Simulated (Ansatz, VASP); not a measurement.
AlN: VASP beside Ansatz

```
CELL_PARAMETERS angstrom
-1.65675 2.86957 0.00000
0.00000 0.00000 4.18746
4.97025 2.86957 0.00000
ATOMIC_POSITIONS crystal
Al 0.66093 0.75000 0.09356
Al 0.00000 0.75000 0.66667
Al 0.00000 0.25000 0.33333
Al 0.50000 0.25000 0.83333
N 0.50000 0.25000 0.16667
N 0.00000 0.25000 0.66667
N 0.00000 0.75000 0.33333
N 0.50000 0.75000 0.83333
```

Alike in both runs: task single point; functional PBE; k mesh 8 × 6 × 4; occupations gaussian, width 0.05 eV; no spin polarisation.

```csv
,VASP,Ansatz
version,VASP 6.6.1,Ansatz 0.2.0
potentials or method,"VASP PAW PBE potentials, release 64 (Al, N), cutoff 520 eV","scalar-relativistic, plane waves, PAW"
valence electrons in the cell,32,32
```

VASP gave:

```
gap on the k mesh at the Fermi level (eV)                     : 1.81
least direct gap on the mesh (eV)                             : 1.81
pressure (GPa)                                                : 10.2
traceless stress, the component that is largest in VASP (GPa) : 14.59
rms of the force components (eV/Å)                            : 2.811
```

What did Ansatz give for the same quantities?

gap on the k mesh at the Fermi level (eV): 1.81; least direct gap on the mesh (eV): 1.81; pressure (GPa): 10.3; traceless stress, the component that is largest in VASP (GPa): 14.41; rms of the force components (eV/Å): 2.800.

Atom by atom the forces differ by 0.019 eV/Å (rms over components).
